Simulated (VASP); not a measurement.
A run of VASP 6.6.1:

POSCAR

```
MgI2
1.0
    2.0786779653      1.2001252828      6.8923459395
   -2.0786779653      1.2001252828      6.8923459395
    0.0000000000     -2.4002505656      6.8923459395
Mg I
1 2
Direct
    0.0000000000      0.0000000000      0.0000000000
    0.2526882635      0.2526882635      0.2526882635
    0.7473117365      0.7473117365      0.7473117365
```

File INCAR.step1:

```
  ALGO = Normal
  EDIFF = 1E-5
  ENCUT = 520
  GGA = PE
  ISIF = 2
  ISMEAR = 0
  LASPH = True
  LCHARG = False
  LREAL = False
  LWAVE = True
  NBANDS = 15
  NELM = 100
  PREC = Accurate
  SIGMA = 0.01
```

INCAR.step2

```
  ALGO = Normal
  EDIFF = 1E-6
  ENCUT = 520
  GGA = PE
  HFSCREEN = 0.2079
  ISIF = 2
  ISMEAR = 0
  ISTART = 1
  LASPH = True
  LCHARG = False
  LHFCALC = True
  LREAL = False
  LWAVE = False
  NBANDS = 15
  NELM = 100
  PREC = Accurate
  PRECFOCK = Normal
  SIGMA = 0.01
```

KPOINTS

```
k-points
0
Gamma
  4 4 4
```

Potentials or basis: VASP PAW PBE potentials, release 64 (Mg, I).

The run is started by

```bash
$ cat potpaw_PBE.64/Mg/POTCAR potpaw_PBE.64/I/POTCAR > POTCAR
$ cp INCAR.step1 INCAR
$ mpirun -np 1 vasp_std > vasp.out
$ cp INCAR.step2 INCAR
$ mpirun -np 1 vasp_std > vasp.out
```

Hardware: 1 thread of AMD EPYC 7R13 Processor (Zen 3), with other jobs on the host.

Task: Estimate the wall time of this run.

Result: It took 46 min on 1 thread of AMD EPYC 7R13 Processor (Zen 3), with other jobs on the host, peak memory 0.49 GiB. Counts: k points 13.
